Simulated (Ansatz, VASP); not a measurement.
## One calculation of KBr, two programs

```
K Br
1.0
     2.31090   -3.19259    0.00000
     2.31090    3.19259    0.00000
     0.00000    0.00000    6.37540
K Br
1 1
Direct
  0.00000 0.00000 0.00000
  0.50000 0.50000 0.50000
```

Change from the starting cell: species swapped into the BaSr type (Cmmm, No. 65).

Alike in both runs: task single point; functional PBE; k mesh 4 × 4 × 4; occupations gaussian, width 0.1 eV; no spin polarisation.

|  | VASP | Ansatz |
| --- | --- | --- |
| version | VASP 6.6.1 | Ansatz 0.2.0 |
| potentials or method | VASP PAW PBE potentials, release 64 (K_sv, Br), cutoff 520 eV | scalar-relativistic, plane waves, PAW |
| valence electrons in the cell | 16 | 16 |

```csv
,VASP,Ansatz,Ansatz less VASP
gap on the k mesh at the Fermi level (eV),none,none,-
pressure (GPa),-1.9,-1.9,+0.01
"traceless stress, the component that is largest in VASP (GPa)",-8.76,-8.76,-0.004
```

A gap of «none» marks a metal or a gap that the smearing closes.

The k mesh is coarse, so the values compare programs but aren't converged.
